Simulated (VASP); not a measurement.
Wanted: the native input for a VASP 6.6.1 run.

| Item | Value |
| --- | --- |
| Task | relaxation of cell and atoms |
| Functional | PBEsol |
| Potentials or basis | VASP PAW PBE potentials, release 64 (Ca_sv, O) |
| Cutoff | 600 eV |
| k mesh | 10 × 10 × 10 |
| Occupations | gaussian, width 0.01 eV |
| Spin | no spin polarisation |
| Target pressure | 2 GPa |
| Dipole correction | no |
| Further INCAR settings | ALGO = Normal; EDIFF = 1e-06; IBRION = 2; EDIFFG = -0.002; NSW = 100; ISIF = 3 |

The structure of CaO lies in POSCAR:

```
CaO
1.0
    0.0000000000      2.3835738961      2.3835738961
    2.3835738961      0.0000000000      2.3835738961
    2.3835738961      2.3835738961      0.0000000000
Ca O
1 1
Direct
    0.0000000000      0.0000000000      0.0000000000
    0.5000000000      0.5000000000      0.5000000000
```

One way to write it, as run:

INCAR

```
SYSTEM = CaO
PREC = Accurate
ENCUT = 600
EDIFF = 1E-6
ISMEAR = 0
SIGMA = 0.01
LREAL = .FALSE.
LASPH = .TRUE.
NELM = 100
ALGO = Normal
ISIF = 3
LWAVE = .FALSE.
LCHARG = .FALSE.
GGA = PS
IBRION = 2
NSW = 100
EDIFFG = -0.002
PSTRESS = 20.0
```

KPOINTS

```
regular mesh
0
G
  10 10 10
  0 0 0
```

Potentials or basis: VASP PAW PBE potentials, release 64 (Ca_sv, O).

Command:

```console
$ cat potpaw_PBE.64/Ca_sv/POTCAR potpaw_PBE.64/O/POTCAR > POTCAR
$ mpirun -np 1 vasp_std > vasp.out
```

Results of the run:

```json
{
 "Relaxed volume": "13.38 Å³/atom",
 "Relaxed cell": "a = 3.358 Å, b = 3.358 Å, c = 3.358 Å, α = 60.00°, β = 60.00°, γ = 60.00°",
 "Space group after relaxing (to 0.1 Å)": "Fm-3m (No. 225)",
 "Energy change on relaxing (the run minimises the enthalpy)": "+1.3 meV/atom",
 "Ionic steps": "3",
 "Pressure after relaxing": "2.0 GPa",
 "Band gap on the k mesh": "3.52 eV (least direct gap 3.89 eV)"
}
```

Caveat: the cell is relaxed towards a set pressure, so the run minimises the enthalpy, not the energy; the PAW data sets were made with another functional, which shifts forces and pressure a little.

Wall time 53 s on 1 thread of AMD EPYC 7R13, with other jobs on the host, peak memory 0.15 GiB.
